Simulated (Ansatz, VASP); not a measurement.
# HfN: VASP beside Ansatz

```xyz
2
Lattice="0.0000 2.2740 2.2740 2.2740 0.0000 2.2740 2.2740 2.2740 0.0000" Properties=species:S:1:pos:R:3 pbc="T T T"
Hf    0.0000    0.0000    0.0000
N     2.2740    2.2740    2.2740
```

Change from the starting cell: volume scaled by 1.02.

Alike in both runs: task single point; functional PBE; k mesh 10 × 10 × 10; occupations fermi-dirac, width 0.03 eV; no spin polarisation.

```csv
,VASP,Ansatz
version,VASP 6.6.1,Ansatz 0.2.0
potentials or method,"VASP PAW PBE potentials, release 64 (Hf_pv, N), cutoff 520 eV","all-electron LAPW, scalar-relativistic"
```

Ansatz gave:

| Item | Value |
| --- | --- |
| pressure (GPa) | 0.1 |

Which values does VASP return?

Pressure (GPa): -2.3.

Ansatz ran all-electron here, and VASP with PAW potentials.

Spin-orbit coupling is off throughout.
